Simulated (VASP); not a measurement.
Crystal: Ni.

```
Ni
1.0
     3.52387    0.00000    0.00000
     0.00000    3.52387    0.00000
     0.00000    0.00000    3.52387
Ni
4
Direct
  0.00000 0.00000 0.00000
  0.50000 0.50000 0.00000
  0.50000 0.00000 0.50000
  0.00000 0.50000 0.50000
```

Base run:

- Program: VASP 6.6.1
- Functional: LDA
- Potentials or basis: VASP PAW LDA potentials, release 64 (Ni)
- Cutoff: 520 eV
- k mesh: 9 × 9 × 9
- Occupations: fermi-dirac, width 0.1 eV
- Spin: collinear spin, ferrimagnetic start
- Starting moments: [0.6, 0.6, 0.6, -0.6] μB

Its results: pressure -17.4 GPa.

**Question.** The run is repeated on the same cell with these changes: spin from collinear spin, ferrimagnetic start to no spin polarisation; further incar settings from ALGO = Normal; EDIFF = 1e-06; NBANDS = 32 to ALGO = Normal; EDIFF = 1e-06; NBANDS = 28. What comes out?

**Answer.** Pressure -18.2 GPa.

Caveats: the cell stands under tension.
